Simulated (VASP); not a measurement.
Se:

```
Se
1.0
    -1.70345    1.70345    1.70345
     1.70345   -1.70345    1.70345
     1.70345    1.70345   -1.70345
Se
1
Cartesian
  0.0000 0.0000 0.0000
```

This isn't the form of Se at room conditions, which is trigonal, of chains.

Base run:

```yaml
Program: VASP 6.6.1
Functional: PBE
Potentials_or_basis: VASP PAW PBE potentials, release 64 (Se)
Cutoff: 500 eV
k_mesh: 10 × 10 × 10
Occupations: gaussian, width 0.1 eV
Spin: no spin polarisation
Hubbard_terms: Se p U = 6.2 eV
```

Its results: band gap on the k mesh zero (bands 3 and 4 overlap by 6.65 eV); pressure 4.4 GPa.

Problem. After a change of settings the same cell gave: band gap on the k mesh zero (bands 3 and 4 overlap by 6.50 eV); pressure 2.8 GPa. Which change was it?
A. k mesh from 10 × 10 × 10 to 4 × 4 × 4; hubbard terms from Se p U = 6.2 eV to Se p U = 1.3 eV
B. functional from PBE to revPBE; hubbard terms from Se p U = 6.2 eV to Se p U = 3.1 eV
C. hubbard terms from Se p U = 6.2 eV to Se p U = 2.2 eV

Solution. C.

Caveats: U without spin polarisation on a metal has little footing; the cell stands under pressure (at least some runs).
